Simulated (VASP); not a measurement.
Al: relaxation of cell and atoms with LDA

Crystal: Al.

```xyz
1
Lattice="0.0000 2.0248 2.0248 2.0248 0.0000 2.0248 2.0248 2.0248 0.0000" Properties=species:S:1:pos:R:3 pbc="T T T"
Al    0.0000    0.0000    0.0000
```

```json
{
  "Program": "VASP 6.6.1",
  "Task": "relaxation of cell and atoms",
  "Functional": "LDA",
  "Potentials or basis": "VASP PAW LDA potentials, release 64 (Al)",
  "Cutoff": "500 eV",
  "k mesh": "13 × 13 × 13",
  "Occupations": "fermi-dirac, width 0.1 eV",
  "Spin": "no spin polarisation",
  "Dipole correction": "no",
  "Further INCAR settings": "ALGO = Normal; EDIFF = 1e-07; IBRION = 2; EDIFFG = -0.01; NSW = 80; ISIF = 3"
}
```

| Quantity | Value |
| --- | --- |
| Relaxed volume | 15.81 Å³/atom |
| Relaxed cell | a = 2.817 Å, b = 2.817 Å, c = 2.817 Å, α = 60.00°, β = 60.00°, γ = 60.00° |
| Space group after relaxing (to 0.1 Å) | Fm-3m (No. 225) |
| Energy gained by relaxing | 9.7 meV/atom |
| Ionic steps | 3 |
| Pressure after relaxing | 0.0 GPa |
| Band gap on the k mesh | zero (an odd number of electrons rules out a gap without spin polarisation) |

Step by step:
```tsv
step	energy change (eV)	largest force (eV/Å)	pressure (GPa)	volume (Å³)
1	0.0000	0.0000	-3.70	16.60
2	-0.0094	0.0000	0.60	15.70
3	-0.0097	0.0000	0.01	15.81
```

Final structure:
```
Al
1.0
     0.00000    1.99186    1.99186
     1.99186    0.00000    1.99186
     1.99186    1.99186    0.00000
Al
1
Direct
  0.00000 0.00000 0.00000
```

Levels at points of the mesh, in eV from the Fermi level:
```
           k point  band 1  band 2  band 3  band 4
(0.00, 0.00, 0.00)  -11.34   12.87   12.87   12.87
```

Run time: 3.4 s on 1 thread of Intel(R) Xeon(R) 6975P-C (Granite Rapids), with other jobs on the host, peak memory 0.12 GiB.

LDA usually gives volumes a few per cent too small. Zero-point motion and thermal expansion aren't in these numbers.
